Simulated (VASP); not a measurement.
# C8Cl in VASP: notebook, part 2 of 2

VASP 6.6.1. The steps go on from the part before.

## Step 3: Single point, PBE+D3(BJ), collinear spin

INCAR reads:

```
SYSTEM = C8Cl
PREC = Accurate
ENCUT = 520
EDIFF = 1E-7
ISMEAR = 0
SIGMA = 0.1
LREAL = .FALSE.
LASPH = .TRUE.
NELM = 150
ALGO = Normal
ISIF = 2
LWAVE = .FALSE.
LCHARG = .TRUE.
ISPIN = 2
MAGMOM = 0 0 0 0 0 0 0 0 1
LORBIT = 11
LDIPOL = .TRUE.
IDIPOL = 3
DIPOL = 0.5 0.5 0.278
GGA = PE
IVDW = 12
LELF = .TRUE.
LVHAR = .TRUE.
LVACPOTAV = .TRUE.
NBANDS = 34
```

KPOINTS reads:

```
Automatic mesh
0
G
  6 6 1
  0 0 0
```

POSCAR reads:

```
C8Cl
1.0
    4.9313048858      0.0000000001      0.0000000000
   -2.4656524429      4.2706353049      0.0000000000
    0.0000000000      0.0000000000     15.5000331949
C Cl
8 1
Direct
    0.3333333333      0.1666666666      0.2580661051
    0.3333333333      0.6666666666      0.2580661051
    0.8333333333      0.1666666667      0.2580661051
    0.8333333333      0.6666666667      0.2580661051
    0.1666666667      0.3333333334      0.2580639635
    0.1666666667      0.8333333333      0.2580639635
    0.6666666667      0.3333333334      0.2580639635
    0.6666666667      0.8333333333      0.2580639635
    0.3333333333      0.4166666666      0.4396942362
```

Potentials or basis: VASP PAW PBE potentials, release 64 (C, Cl).

Run with:

```bash
cat potpaw_PBE.64/C/POTCAR potpaw_PBE.64/Cl/POTCAR > POTCAR
mpirun -np 1 vasp_std > vasp.out
```

OUTCAR:

```text
SYSTEM = C8Cl
   PREC = Accurate
   ENCUT = 520
   EDIFF = 1E-7
   ISMEAR = 0
   LREAL = .FALSE.
   LASPH = .TRUE.
   NELM = 150
   ISIF = 2
   ISPIN = 2
   LORBIT = 11
   GGA = PE
   IVDW = 12
 IVDW          = 12

 ion  position               nearest neighbor table
   1  0.333  0.167  0.258-   6 1.42   5 1.42   7 1.42
   2  0.333  0.667  0.258-   5 1.42   6 1.42   8 1.42
   3  0.833  0.167  0.258-   7 1.42   8 1.42   5 1.42
   4  0.833  0.667  0.258-   8 1.42   7 1.42   6 1.42
   5  0.167  0.333  0.258-   2 1.42   1 1.42   3 1.42
   6  0.167  0.833  0.258-   2 1.42   1 1.42   4 1.42
   7  0.667  0.333  0.258-   3 1.42   4 1.42   1 1.42
   8  0.667  0.833  0.258-   4 1.42   3 1.42   2 1.42
   9  0.333  0.417  0.440-

  LATTYP: Found a hexagonal cell.
 ALAT       =     4.9313048858
 C/A-ratio  =     3.1431910121

  Lattice vectors:

 A1 = (   4.9313048858,   0.0000000001,   0.0000000000)
 A2 = (  -2.4656524429,   4.2706353049,   0.0000000000)
[... 1111 lines left out ...]
 VOLUME and BASIS-vectors are now :
 -----------------------------------------------------------------------------
  energy-cutoff  :      520.00
  volume of cell :      326.43
      direct lattice vectors                 reciprocal lattice vectors
     4.931304886  0.000000000  0.000000000     0.202786083  0.117078599  0.000000000
    -2.465652443  4.270635305  0.000000000    -0.000000000  0.234157199  0.000000000
     0.000000000  0.000000000 15.500033195     0.000000000  0.000000000  0.064515991

 POSITION                                       TOTAL-FORCE (eV/Angst)
 -----------------------------------------------------------------------------------
      1.23283      0.71177      4.00003         0.224240     -0.164612      0.000848
     -0.00000      2.84709      4.00003        -0.030438      0.276504      0.000848
      3.69848      0.71177      4.00003        -0.169620     -0.097930     -0.044521
      2.46565      2.84709      4.00003        -0.011433     -0.006601     -0.014145
      0.00000      1.42355      4.00000        -0.083694     -0.048321      0.225038
     -1.23283      3.55886      4.00000         0.037010      0.021367     -0.068061
      2.46565      1.42355      4.00000         0.067314     -0.006244     -0.052236
      1.23283      3.55886      4.00000         0.028249      0.061418     -0.052236
      0.61641      1.77943      6.81528        -0.061627     -0.035580      0.004464
 -----------------------------------------------------------------------------------
    total drift:                               -0.000011     -0.000007     -0.000171

  FREE ENERGIE OF THE ION-ELECTRON SYSTEM (eV)
  ---------------------------------------------------
  free  energy   TOTEN  =       -75.4118192900 eV

  energy  without entropy=      -75.3998640189  energy(sigma->0) =      -75.40584165

 vacuum level on the upper side and lower side of the slab         4.115         1.380

 total charge

# of ion       s       p       d       tot
------------------------------------------
    1        0.865   1.777   0.000   2.642
    2        0.865   1.777   0.000   2.642
    3        0.864   1.782   0.000   2.646
    4        0.865   1.778   0.000   2.643
    5        0.866   1.774   0.000   2.640
    6        0.863   1.784   0.000   2.647
    7        0.864   1.782   0.000   2.645
    8        0.864   1.782   0.000   2.645
    9        1.616   3.356   0.000   4.972
--------------------------------------------------
tot          8.532  17.592   0.000  26.124

 magnetization (x)

# of ion       s       p       d       tot
------------------------------------------
    1        0.001   0.019   0.000   0.020
    2        0.001   0.019   0.000   0.020
    3        0.000   0.009   0.000   0.009
    4        0.001   0.016   0.000   0.016
    5        0.002   0.026   0.000   0.028
    6       -0.001  -0.003   0.000  -0.004
    7       -0.000   0.000   0.000   0.000
    8       -0.000   0.000   0.000   0.000
    9        0.011   0.521   0.000   0.532
--------------------------------------------------
tot          0.015   0.607   0.000   0.623
```

stdout:

```text
POSCAR found type information on POSCAR C Cl
 POSCAR found :  2 types and       9 ions
 scaLAPACK will be used
 LDA part: xc-table for (Slater+PW92), standard interpolation
 POSCAR, INCAR and KPOINTS ok, starting setup
 FFT: planning ... GRIDC
 FFT: planning ... GRID_SOFT
 FFT: planning ... GRID
 WAVECAR not read
 entering main loop
 -----------------------------------------------------------------------------
|                                                                             |
|           W    W    AA    RRRRR   N    N  II  N    N   GGGG   !!!           |
|           W    W   A  A   R    R  NN   N  II  NN   N  G    G  !!!           |
|           W    W  A    A  R    R  N N  N  II  N N  N  G       !!!           |
|           W WW W  AAAAAA  RRRRR   N  N N  II  N  N N  G  GGG   !            |
|           WW  WW  A    A  R   R   N   NN  II  N   NN  G    G                |
|           W    W  A    A  R    R  N    N  II  N    N   GGGG   !!!           |
|                                                                             |
|     Did not find any points to average over, which means that no vacuum     |
|     field-free region was found. Please increase the size of  your cell     |
|     in the dimension of the dipole correction to obtain accurate            |
|     workfunction values.                                                    |
|                                                                             |
 -----------------------------------------------------------------------------
```

Run time: 5.1 min. Hardware: 1 thread of Intel Xeon 6975P-C (Granite Rapids), shared host; peak memory 0.71 GiB.

Results:

- Free energy: -75.4118 eV
- Largest force: 0.278 eV/Å
- Net moment: 0.89 μB per cell
- Site moments: C +0.02, +0.01, +0.03, -0.00, +0.00 (each value once); Cl +0.53 μB
- Valence electrons inside the program's atomic spheres: C 2.64, 2.65 (each value once); Cl 4.97
- Dispersion energy per atom: -0.099 eV

Forces on the atoms (eV/Å):
```
C    0.224 -0.165  0.001
C   -0.030  0.277  0.001
C   -0.170 -0.098 -0.045
C   -0.011 -0.007 -0.014
C   -0.084 -0.048  0.225
C    0.037  0.021 -0.068
C    0.067 -0.006 -0.052
C    0.028  0.061 -0.052
Cl  -0.062 -0.036  0.004
```
